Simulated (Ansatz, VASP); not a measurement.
Ti6C: VASP beside Ansatz

```
Ti C
1.0
     7.58781    0.00000    0.00000
    -3.79390    6.57123    0.00000
     0.00000    0.00000    2.53386
Ti C
6 1
Direct
  0.31935 0.00000 0.50000
  0.00000 0.31935 0.50000
  0.68065 0.68065 0.50000
  0.68065 0.00000 0.50000
  0.00000 0.68065 0.50000
  0.31935 0.31935 0.50000
  0.00000 0.00000 0.00000
```

Alike in both runs: functional PBE; k mesh 3 × 3 × 6; occupations gaussian, width 0.1 eV; no spin polarisation.

Ansatz relaxed the structure, and its values are those at the end. VASP's run is a single point on that final structure, the one shown.

|  | VASP | Ansatz |
| --- | --- | --- |
| version | VASP 6.6.1 | Ansatz 0.2.0 |
| potentials or method | VASP PAW PBE potentials, release 64 (Ti_sv, C), cutoff 520 eV | scalar-relativistic, plane waves, PAW |
| valence electrons in the cell | 76 | 76 |

```tsv
	VASP	Ansatz	Ansatz less VASP
gap on the k mesh at the Fermi level (eV)	none	none	-
pressure (GPa)	0.1	0.1	+0.01
rms of the force components (eV/Å)	0.020	0.008	-0.0120
```

A gap of «none» marks a metal or a gap that the smearing closes. With one functional, cell and mesh, what is left measures potentials, basis and numerics.

The k mesh is coarse, so the values compare programs but aren't converged.
